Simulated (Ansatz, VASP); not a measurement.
Given: the input of a run of VASP 6.6.1 on InSe.

Contents of INCAR:

```
SYSTEM = InSe
ALGO = Normal
EDIFF = 1E-7
ENCUT = 520
GGA = PS
ISIF = 2
ISMEAR = -1
LASPH = .TRUE.
LCHARG = .FALSE.
LREAL = .FALSE.
LWAVE = .FALSE.
NBANDS = 27
NELM = 100
PREC = Accurate
SIGMA = 0.05
```

Contents of KPOINTS:

```
k-points
0
G
  8 8 8
  0 0 0
```

File POSCAR:

```
InSe
1.0
    2.0132454191      1.1623477847      8.4958956687
   -2.0132454191      1.1623477847      8.4958956687
    0.0000000000     -2.3246955694      8.4958956687
In Se
2 2
Direct
    0.8886000000      0.8886000000      0.8886000000
    0.0000000000      0.0000000000      0.0000000000
    0.1719000000      0.1719000000      0.1719000000
    0.3835000000      0.3835000000      0.3835000000
```

Potentials or basis: VASP PAW PBE potentials, release 64 (In_d, Se).

Run with:

```sh
$ cat potpaw_PBE.64/In_d/POTCAR potpaw_PBE.64/Se/POTCAR > POTCAR
$ mpirun -np 1 vasp_std > vasp.out
```

Task: Translate it to Ansatz 0.2.0. Potentials there: all-electron LAPW, scalar-relativistic.

Result: As run (the cutoff follows the program's own potentials):

File input.yaml:

```yaml
crystal:
  lattice:
    - [2.0132454191, 1.1623477847, 8.4958956687]
    - [-2.0132454191, 1.1623477847, 8.4958956687]
    - [0.0, -2.3246955694, 8.4958956687]
  atoms:
    - { symbol: In, position: [0.8886, 0.8886, 0.8886] }
    - { symbol: In, position: [0.0, 0.0, 0.0] }
    - { symbol: Se, position: [0.1719, 0.1719, 0.1719] }
    - { symbol: Se, position: [0.3835, 0.3835, 0.3835] }
kpoints:
  mp_grid: { grid: [8, 8, 8] }
scf:
  occupations: { method: fermi_dirac, width: 0.05 }
hamiltonian:
  xc: pbesol
  pseudopotentials: { kind: all_electron, lapw: { basis_error: 0.002 } }
output:
  forces: true
  stress: true
  eigenvalues: true
```

Potentials or basis: all-electron LAPW, scalar-relativistic.

Launch:

```bash
$ ansatz run input.yaml --threads 2 --pin off --max-ram 6144MiB --backend cpu --events-out ev --progress --plain --runs-dir out
```

Both were run:

|  | VASP | Ansatz | Ansatz less VASP |
| --- | --- | --- | --- |
| gap on the k mesh at the Fermi level (eV) | 0.28 | 0.30 | +0.016 |
| least direct gap on the mesh (eV) | 0.28 | 0.30 | +0.016 |
| pressure (GPa) | -0.7 | -0.8 | -0.04 |
| traceless stress, the component that is largest in VASP (GPa) | -0.58 | -0.58 | +0.009 |
| rms of the force components (eV/Å) | 0.096 | 0.091 | -0.0053 |

VASP's potentials were made for PBE, not for PBEsol. Atom by atom the forces differ by 0.011 eV/Å (rms over components). Ansatz ran all-electron here, and VASP with PAW potentials.
